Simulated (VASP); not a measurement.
# Zn5Cd2Te (P4/mmm) in VASP: further runs

Runs on Zn5Cd2Te. Level: PBE. Tasks: single point, relaxation of cell and atoms.

Program: VASP 6.6.1. These are calculated values, not measurements. Logs are shortened: lines on timing, memory, paths and dates and some standing lists are left out, and cuts for length are marked.

## 1. The cell of the first run

It takes space group P4/mmm (No. 123, tetragonal). The conventional cell has a = 4.303 Å, b = 4.303 Å, c = 8.586 Å, α = 90.00°, β = 90.00°, γ = 90.00°. Zn (site symmetry 2mm) has 7 Zn at 2.85 to 3.73 Å and 4 Cd at 2.85 to 3.24 Å and 2 Te at 3.24 Å within 3.8 Å. Zn (site symmetry 4/mmm) has 8 Zn at 2.85 Å and 4 Cd at 3.04 Å within 3.8 Å. Within 3.8 Å of Cd (site symmetry 4/mmm) lie 12 Zn at 2.85 to 3.04 Å. Cd (site symmetry 4/mmm) has 4 Te at 3.04 Å and 8 Zn at 3.24 Å within 4.0 Å. Within 4.0 Å of Te (site symmetry 4/mmm) lie 4 Cd at 3.04 Å and 8 Zn at 3.24 Å.

The cell was generated, and may not be a known phase.

## 2. Single point, PBE

INCAR reads:

```
PREC = Accurate
ENCUT = 520
EDIFF = 1E-7
ISMEAR = 0
SIGMA = 0.1
LREAL = False
LASPH = True
NELM = 100
ALGO = Fast
ISIF = 2
LWAVE = False
LCHARG = False
GGA = PE
NBANDS = 55
```

KPOINTS reads:

```
regular mesh
0
Gamma
  8 8 4
```

POSCAR reads:

```
Zn5Cd2Te
1.0
    4.3033939358      0.0000000000      0.0000000000
    0.0000000000      4.3033939358      0.0000000000
    0.0000000000      0.0000000000      8.5860486504
Zn Cd Te
5 2 1
Direct
    0.0000000000      0.5000000000      0.2171900489
    0.5000000000      0.0000000000      0.7828099511
    0.5000000000      0.0000000000      0.2171900489
    0.0000000000      0.5000000000      0.7828099511
    0.5000000000      0.5000000000      0.0000000000
    0.0000000000      0.0000000000      0.0000000000
    0.5000000000      0.5000000000      0.5000000000
    0.0000000000      0.0000000000      0.5000000000
```

Potentials or basis: VASP PAW PBE potentials, release 64 (Zn, Cd, Te).

Started as:

```
$ cat potpaw_PBE.64/Zn/POTCAR potpaw_PBE.64/Cd/POTCAR potpaw_PBE.64/Te/POTCAR > POTCAR
$ mpirun -np 1 vasp_std > vasp.out
```

OUTCAR:

```text
PREC = Accurate
   ENCUT = 520
   EDIFF = 1E-7
   ISMEAR = 0
   LREAL = False
   LASPH = True
   NELM = 100
   ISIF = 2
   GGA = PE

 ion  position               nearest neighbor table
   1  0.000  0.500  0.217-   5 2.85   6 2.85   6 2.85   5 2.85   3 3.04   3 3.04   3 3.04   3 3.04
                             7 3.24   8 3.24   7 3.24   8 3.24
   2  0.500  0.000  0.783-   5 2.85   6 2.85   5 2.85   6 2.85   4 3.04   4 3.04   4 3.04   4 3.04
                             7 3.24   8 3.24   8 3.24   7 3.24
   3  0.500  0.000  0.217-   5 2.85   6 2.85   5 2.85   6 2.85   1 3.04   1 3.04   1 3.04   1 3.04
                             7 3.24   8 3.24   8 3.24   7 3.24
   4  0.000  0.500  0.783-   5 2.85   6 2.85   6 2.85   5 2.85   2 3.04   2 3.04   2 3.04   2 3.04
                             7 3.24   8 3.24   7 3.24   8 3.24
   5  0.500  0.500  0.000-   1 2.85   2 2.85   3 2.85   4 2.85   2 2.85   3 2.85   1 2.85   4 2.85
                             6 3.04   6 3.04   6 3.04   6 3.04
   6  0.000  0.000  0.000-   1 2.85   2 2.85   3 2.85   4 2.85   1 2.85   4 2.85   2 2.85   3 2.85
                             5 3.04   5 3.04   5 3.04   5 3.04
   7  0.500  0.500  0.500-   8 3.04   8 3.04   8 3.04   8 3.04   1 3.24   2 3.24   3 3.24   2 3.24
                             1 3.24   4 3.24   3 3.24   4 3.24
   8  0.000  0.000  0.500-   7 3.04   7 3.04   7 3.04   7 3.04   1 3.24   1 3.24   4 3.24   2 3.24
                             2 3.24   3 3.24   3 3.24   4 3.24

  LATTYP: Found a simple tetragonal cell.
 ALAT       =     4.3033939358
 C/A-ratio  =     1.9951807291

  Lattice vectors:

 A1 = (   4.3033939358,   0.0000000000,   0.0000000000)
 A2 = (   0.0000000000,   4.3033939358,   0.0000000000)
 A3 = (   0.0000000000,   0.0000000000,   8.5860486504)

Analysis of symmetry for initial positions (statically):
=====================================================================
 Subroutine PRICEL returns:
 Original cell was already a primitive cell.

 Routine SETGRP: Setting up the symmetry group for a
 simple tetragonal supercell.

 Subroutine GETGRP returns: Found 16 space group operations
 (whereof 16 operations were pure point group operations)
 out of a pool of 16 trial point group operations.

The static configuration has the point symmetry D_4h.

Analysis of symmetry for dynamics (positions and initial velocities):
=====================================================================
 Subroutine PRICEL returns:
 Original cell was already a primitive cell.

 Routine SETGRP: Setting up the symmetry group for a
 simple tetragonal supercell.

 Subroutine GETGRP returns: Found 16 space group operations
 (whereof 16 operations were pure point group operations)
 out of a pool of 16 trial point group operations.

The dynamic configuration has the point symmetry D_4h.

 Subroutine INISYM returns: Found 16 space group operations
 (whereof 16 operations are pure point group operations),
 and found     1 'primitive' translations

----------------------------------------------------------------------------------------

                                     Primitive cell

  volume of cell :     159.0067

  direct lattice vectors                    reciprocal lattice vectors
     4.303393936  0.000000000  0.000000000     0.232374729  0.000000000  0.000000000
     0.000000000  4.303393936  0.000000000     0.000000000  0.232374729  0.000000000
     0.000000000  0.000000000  8.586048650     0.000000000  0.000000000  0.116468010

  length of vectors
     4.303393936  4.303393936  8.586048650     0.232374729  0.232374729  0.116468010

  position of ions in fractional coordinates (direct lattice)
     0.000000000  0.500000000  0.217190049
     0.500000000  0.000000000  0.782809951
     0.500000000  0.000000000  0.217190049
     0.000000000  0.500000000  0.782809951
     0.500000000  0.500000000  0.000000000
     0.000000000  0.000000000  0.000000000
     0.500000000  0.500000000  0.500000000
     0.000000000  0.000000000  0.500000000

  ion indices of the primitive-cell ions
   primitive index   ion index
                 1           1
                 2           2
                 3           3
                 4           4
                 5           5
                 6           6
                 7           7
                 8           8

----------------------------------------------------------------------------------------

 KPOINTS: regular mesh

Automatic generation of k-mesh.
 Grid dimensions read from file:
 generate k-points for:    8    8    4

 Generating k-lattice:

  Cartesian coordinates                     Fractional coordinates (reciprocal lattice)
     0.029046841  0.000000000  0.000000000     0.125000000  0.000000000  0.000000000
     0.000000000  0.029046841  0.000000000     0.000000000  0.125000000  0.000000000
     0.000000000  0.000000000  0.029117002     0.000000000  0.000000000  0.250000000

  Length of vectors
     0.029046841  0.029046841  0.029117002

  Shift w.r.t. Gamma in fractional coordinates (k-lattice)
     0.000000000  0.000000000  0.000000000

 Subroutine IBZKPT returns following result:
 ===========================================

 Found     45 irreducible k-points:

 Following reciprocal coordinates:
            Coordinates               Weight
  0.000000  0.000000  0.000000      1.000000
  0.125000  0.000000  0.000000      4.000000
  0.250000  0.000000  0.000000      4.000000
  0.375000  0.000000  0.000000      4.000000
  0.500000  0.000000  0.000000      2.000000
  0.125000  0.125000  0.000000      4.000000
[... 16 lines left out ...]
  0.375000  0.125000  0.250000     16.000000
  0.500000  0.125000  0.250000      8.000000
 [... further k-points ...]
   k-points           NKPTS =     45   k-points in BZ     NKDIM =     45   number of bands    NBANDS=     55
   number of dos      NEDOS =    301   number of ions     NIONS =      8
   total plane-waves  NPLWV =  65536
   dimension x,y,z NGX =    32 NGY =   32 NGZ =   64
   dimension x,y,z NGXF=    64 NGYF=   64 NGZF=  128
   ions per type =               5   2   1
   NGX,Y,Z   is equivalent  to a cutoff of  12.36, 12.36, 12.39 a.u.
   NGXF,Y,Z  is equivalent  to a cutoff of  24.72, 24.72, 24.78 a.u.
 SYSTEM =  unknown system
   PREC   = accura    normal or accurate (medium, high low for compatibility)
   ISTART =      0    job   : 0-new  1-cont  2-samecut
   ICHARG =      2    charge: 1-file 2-atom 10-const
   ISPIN  =      1    spin polarized calculation?
   LNONCOLLINEAR =      F non collinear calculations
   LSORBIT =      F    spin-orbit coupling
   LASPH  =      T    aspherical Exc in radial PAW
   ENCUT  =  520.0 eV  38.22 Ry    6.18 a.u.   8.00  8.00 15.96*2*pi/ulx,y,z
   NELM   =    100;   NELMIN=  2; NELMDL= -5     # of ELM steps
   EDIFF  = 0.1E-06   stopping-criterion for ELM
   LREAL  =      F    real-space projection
   EDIFFG = 0.1E-05   stopping-criterion for IOM
   NSW    =      0    number of steps for IOM
   IBRION =     -1    ionic relax: 0-MD 1-quasi-New 2-CG
   NFREE  =      0    steps in history (QN), initial steepest desc. (CG)
   ISIF   =      2    stress and relaxation
   ISYM   =      2    0-nonsym 1-usesym 2-fastsym
   POTIM  = 0.5000    time-step for ionic-motion
   TEBEG  =    0.0;   TEEND  =   0.0 temperature during run
   PSTRESS=    0.0 pullay stress
   NELECT =      90.0000    total number of electrons
   NUPDOWN=      -1.0000    fix difference up-down
   EMIN   =  10.00;   EMAX   =-10.00  energy-range for DOS
   EFERMI =   0.00;   METHOD = LEGACY
   ISMEAR =     0;   SIGMA  =   0.10  broadening in eV -4-tet -1-fermi 0-gaus
   EFERMI_NEDOS =   21; number of points for ismear=-14 and -15
   IALGO  =     68    algorithm
   IMIX   =      4    mixing-type and parameters
     AMIX     =   0.40;   BMIX     =  1.00
     AMIX_MAG =   1.60;   BMIX_MAG =  1.00
  volume/ion in A,a.u.               =      19.88       134.13
  Fermi-wavevector in a.u.,A,eV,Ry     =   1.354203  2.559073 24.951264  1.833866
  Thomas-Fermi vector in A             =   2.481394
   LORBIT       =      0    0 simple, 1 ext, 2 COOP (PROOUT), +10 PAW based schemes
   GGA     = PE    functional components
   LHFCALC =     F    Hartree Fock is set to
   AEXX    =    0.0000 exact exchange contribution
   IVDW    =     0    specifies the selected vdW correction
   LEPSILON=     F    determine dielectric tensor
   LRPA    =     F    only Hartree local field effects (RPA)
 non-spin polarized calculation
 RMM-DIIS sequential band-by-band and
 Gauss-broadening in eV      SIGMA  =   0.10
  energy-cutoff  :      520.00
  volume of cell :      159.01
 maximum number of plane-waves:      4336
   NGX = 17   NGY = 17   NGZ = 31

 number of electron      90.0000109 magnetization

 Free energy of the ion-electron system (eV)
  ---------------------------------------------------
  ext. energy  EPLUGINS =         0.00000000
  ---------------------------------------------------
  free energy    TOTEN  =        -9.10503532 eV

  energy without entropy =       -9.09218071  energy(sigma->0) =       -9.09860802

 E-fermi :   3.5781     XC(G=0): -10.7453

 val. band max:        3.5498763645   @ k =   0.5000   0.5000   0.2500
 cond. band min:       3.5782006130   @ k =   0.2500   0.2500   0.5000
 fundamental gap:      0.0283242485
 Fermi energy:         3.5780919137

 k-point     1 :       0.0000    0.0000    0.0000
  band No.  band energies     occupation
      1      -8.9532      2.00000
      2      -5.7157      2.00000
      3      -5.6751      2.00000
      4      -5.5897      2.00000
      5      -5.5897      2.00000
      6      -5.5222      2.00000
[... 47 lines left out ...]
     54       9.2772      0.00000
     55       9.2772      0.00000

 k-point     2 :       0.1250    0.0000    0.0000
  band No.  band energies     occupation
      1      -8.8788      2.00000
      2      -5.6962      2.00000
      3      -5.6290      2.00000
      4      -5.6001      2.00000
      5      -5.5875      2.00000
      6      -5.5171      2.00000
[... 1268 lines left out ...]
 k-point    24 :       0.5000    0.1250    0.2500
  band No.  band energies     occupation
      1      -8.3298      2.00000
      2      -5.6493      2.00000
      3      -5.5940      2.00000
      4      -5.5750      2.00000
      5      -5.5189      2.00000
      6      -5.5187      2.00000
[... 47 lines left out ...]
     54       8.4027      0.00000
     55       8.6664      0.00000

 [... further k-points ...]

------------------------ aborting loop because EDIFF is reached ----------------------------------------

  FORCE on cell =-STRESS in cart. coord.  units (eV):
  Direction    XX          YY          ZZ          XY          YZ          ZX
  --------------------------------------------------------------------------------------
  -------------------------------------------------------------------------------------
  Total        0.1657766      0.1657766      0.1425802      0.0000000     -0.0000000     -0.0000000
  in kB        1.6703917      1.6703917      1.4366611      0.0000000     -0.0000000     -0.0000000
  external PRESSURE =       1.5924815 kB  Pullay stress =       0.0000000 kB

 VOLUME and BASIS-vectors are now :
 -----------------------------------------------------------------------------
  energy-cutoff  :      520.00
  volume of cell :      159.01
      direct lattice vectors                 reciprocal lattice vectors
     4.303393936  0.000000000  0.000000000     0.232374729  0.000000000  0.000000000
     0.000000000  4.303393936  0.000000000     0.000000000  0.232374729  0.000000000
     0.000000000  0.000000000  8.586048650     0.000000000  0.000000000  0.116468010

 POSITION                                       TOTAL-FORCE (eV/Angst)
 -----------------------------------------------------------------------------------
      0.00000      2.15170      1.86480        -0.000000      0.000000      0.010817
      2.15170      0.00000      6.72124        -0.000000     -0.000000     -0.010817
      2.15170      0.00000      1.86480         0.000000     -0.000000      0.010817
      0.00000      2.15170      6.72124         0.000000      0.000000     -0.010817
      2.15170      2.15170      0.00000        -0.000000     -0.000000      0.000000
      0.00000      0.00000      0.00000        -0.000000     -0.000000      0.000000
      2.15170      2.15170      4.29302        -0.000000     -0.000000      0.000000
      0.00000      0.00000      4.29302        -0.000000     -0.000000      0.000000
 -----------------------------------------------------------------------------------
    total drift:                                0.000000      0.000000     -0.000000

  FREE ENERGIE OF THE ION-ELECTRON SYSTEM (eV)
  ---------------------------------------------------
  free  energy   TOTEN  =        -9.1050353222 eV

  energy  without entropy=       -9.0921807099  energy(sigma->0) =       -9.09860802
```

Run time: 6.9 min. Hardware: 1 thread of AMD EPYC 7R13, shared host; peak memory 0.43 GiB.

Results:

```
Free energy            : -9.1050 eV
Pressure               : 0.2 GPa
Largest force          : 0.011 eV/Å
Band gap on the k mesh : zero (bands 45 and 46 overlap by 3.37 eV)
```

Forces in eV/Å, atoms in the order of the input:
```
Zn   0.000  0.000  0.011
Zn   0.000  0.000 -0.011
Zn   0.000  0.000  0.011
Zn   0.000  0.000 -0.011
Zn   0.000  0.000  0.000
Cd   0.000  0.000  0.000
Cd   0.000  0.000  0.000
Te   0.000  0.000  0.000
```

Caveat: spin-orbit coupling is left out, which moves the levels of the heavy elements.

## 3. Relaxation of cell and atoms, PBE

This run uses another cell than the first one, of 18.33 Å³/atom.

INCAR reads:

```
SYSTEM = Zn5Cd2Te
ALGO = Fast
EDIFF = 1E-6
EDIFFG = -0.08
ENCUT = 600
GGA = PE
IBRION = 2
ISIF = 3
ISMEAR = 0
LASPH = .TRUE.
LCHARG = .FALSE.
LREAL = .FALSE.
LWAVE = .FALSE.
NELM = 80
NSW = 36
PREC = Accurate
SIGMA = 0.2
```

KPOINTS reads:

```
k-points
0
G
  4 4 2
  0 0 0
```

POSCAR reads:

```
Zn5Cd2Te
1.0
    4.0647736000      0.0000000000      0.0000000000
    0.0000000000      4.0647736000      0.0000000000
    0.0000000000      0.0000000000      8.8752301500
Zn Cd Te
5 2 1
Direct
    0.0000000000      0.5000000000      0.2611329900
    0.5000000000      0.0000000000      0.7388670100
    0.5000000000      0.0000000000      0.2611329900
    0.0000000000      0.5000000000      0.7388670100
    0.5000000000      0.5000000000      0.0000000000
    0.0000000000      0.0000000000      0.0000000000
    0.5000000000      0.5000000000      0.5000000000
    0.0000000000      0.0000000000      0.5000000000
```

Potentials or basis: VASP PAW PBE potentials, release 64 (Zn, Cd, Te).

Started as:

```
$ cat potpaw_PBE.64/Zn/POTCAR potpaw_PBE.64/Cd/POTCAR potpaw_PBE.64/Te/POTCAR > POTCAR
$ mpirun -np 1 vasp_std > vasp.out
```

Wall time 24 min (1 thread of Intel Xeon 8259CL, shared host); peak memory 0.33 GiB.

It converged, with:

```yaml
Free_energy: -9.1351 eV
Relaxed_volume: 20.17 Å³/atom
Relaxed_cell: a = 4.215 Å, b = 4.215 Å, c = 9.082 Å, α = 90.00°, β = 90.00°, γ = 90.00°
Space_group_after_relaxing_to_0.1_Å: P4/mmm (No. 123)
Energy_gained_by_relaxing: 122.3 meV/atom
Ionic_steps: 8
Pressure_after_relaxing: 0.1 GPa
Band_gap_on_the_k_mesh: zero (bands 45 and 46 overlap by 3.37 eV)
```

Stress tensor (GPa, compression positive):
```
0.04 0.00 0.00
0.00 0.04 0.00
0.00 0.00 0.21
```

The path:
| step | energy change (eV) | largest force (eV/Å) | pressure (GPa) | volume (Å³) |
| --- | --- | --- | --- | --- |
| 1 | 0.0000 | 1.0127 | 8.06 | 146.64 |
| 2 | -0.5542 | 0.5556 | -0.59 | 167.09 |
| 3 | -0.5546 | 0.5449 | -0.82 | 167.76 |
| 4 | -0.6226 | 0.5074 | -0.73 | 166.65 |
| 5 | -0.7941 | 0.3938 | -0.32 | 163.36 |
| 6 | -0.9525 | 0.0729 | 1.61 | 156.90 |
| 7 | -0.9709 | 0.0431 | -0.58 | 164.13 |
| 8 | -0.9786 | 0.0019 | 0.10 | 161.34 |

Final structure:
```
CELL_PARAMETERS angstrom
4.21474 0.00000 0.00000
0.00000 4.21474 0.00000
0.00000 0.00000 9.08227
ATOMIC_POSITIONS crystal
Zn 0.00000 0.50000 0.21878
Zn 0.50000 0.00000 0.78122
Zn 0.50000 0.00000 0.21878
Zn 0.00000 0.50000 0.78122
Zn 0.50000 0.50000 0.00000
Cd 0.00000 0.00000 0.00000
Cd 0.50000 0.50000 0.50000
Te 0.00000 0.00000 0.50000
```

Levels at points of the mesh, in eV from the Fermi level:
| k point | band 42 | band 43 | band 44 | band 45 | band 46 | band 47 |
| --- | --- | --- | --- | --- | --- | --- |
| (0.00, 0.00, 0.00) | -2.58 | 0.07 | 0.15 | 0.15 | 0.91 | 1.62 |
| (0.50, 0.00, 0.00) | -1.03 | -0.96 | -0.39 | 0.73 | 1.24 | 2.11 |
| (0.50, 0.50, 0.00) | -3.54 | -3.24 | -2.08 | -2.05 | -1.91 | -1.91 |
| (0.00, 0.00, 0.50) | -1.55 | -0.19 | -0.19 | 0.96 | 1.16 | 1.18 |
| (0.50, 0.00, 0.50) | -2.64 | -1.84 | -1.01 | 1.46 | 2.07 | 2.51 |
| (0.50, 0.50, 0.50) | -3.62 | -3.44 | -1.46 | -1.39 | -0.75 | -0.75 |

Caveat: the k points lie up to 0.37 Å⁻¹ apart in the final cell, too coarse for converged energies and pressures of a metal; spin-orbit coupling is left out, which moves the levels of the heavy elements.

[end of part 1 of 2]

The gap in the log of VASP goes by the Fermi energy; the results here count the filled bands.